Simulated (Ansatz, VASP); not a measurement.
Two plane-wave programs on ZnO

File INCAR:

```
SYSTEM = ZnO
PREC = Accurate
ENCUT = 600
EDIFF = 1E-6
ISMEAR = -1
SIGMA = 0.05
LREAL = .False.
LASPH = .True.
NELM = 120
ALGO = Normal
ISIF = 2
LWAVE = .False.
LCHARG = .True.
GGA = PE
LELF = .True.
LVHAR = .True.
NBANDS = 16
GGA_COMPAT = .False.
```

The input KPOINTS:

```
Automatic mesh
0
Gamma
  10 10 10
  0 0 0
```

The input POSCAR:

```
ZnO
1.0
    2.7060132341      0.0000000000      0.0000000000
    0.0000000000      2.7060132341      0.0000000000
    0.0000000000      0.0000000000      2.7060132341
Zn O
1 1
Direct
    0.0000000000      0.0000000000      0.0000000000
    0.5000000000      0.5000000000      0.5000000000
```

The input input.yaml:

```yaml
crystal:
  lattice:
    - [2.7060132341, 0.0, 0.0]
    - [0.0, 2.7060132341, 0.0]
    - [0.0, 0.0, 2.7060132341]
  atoms:
    - { symbol: Zn, position: [0.0, 0.0, 0.0] }
    - { symbol: O, position: [0.5, 0.5, 0.5] }
hamiltonian:
  xc: pbe
  pseudopotentials: { kind: paw, azcp: { folder: soft_1 } }
kpoints:
  mp_grid: { grid: [10, 10, 10] }
scf:
  occupations: { method: fermi_dirac, width: 0.05 }
output:
  forces: true
  stress: true
  eigenvalues: true
  write_density: true
  write_potential: true
  elf: true
  volumetric_format: npy
```

Alike in both runs: task single point; functional PBE; k mesh 10 × 10 × 10; occupations fermi-dirac, width 0.05 eV; no spin polarisation.

|  | VASP | Ansatz |
| --- | --- | --- |
| version | VASP 6.6.1 | Ansatz 0.2.0 |
| potentials or method | VASP PAW PBE potentials, release 64 (Zn, O) | Ansatz PAW soft_1 |
| plane-wave cutoff (eV) | 600 | 420 |
| valence electrons in the cell | 18 | 18 |

|  | VASP | Ansatz | Ansatz less VASP |
| --- | --- | --- | --- |
| gap on the k mesh at the Fermi level (eV) | none | none | - |
| pressure (GPa) | -2.7 | -3.1 | -0.41 |

A gap of «none» marks a metal or a gap that the smearing closes. With one functional, cell and mesh, what is left measures potentials, basis and numerics.
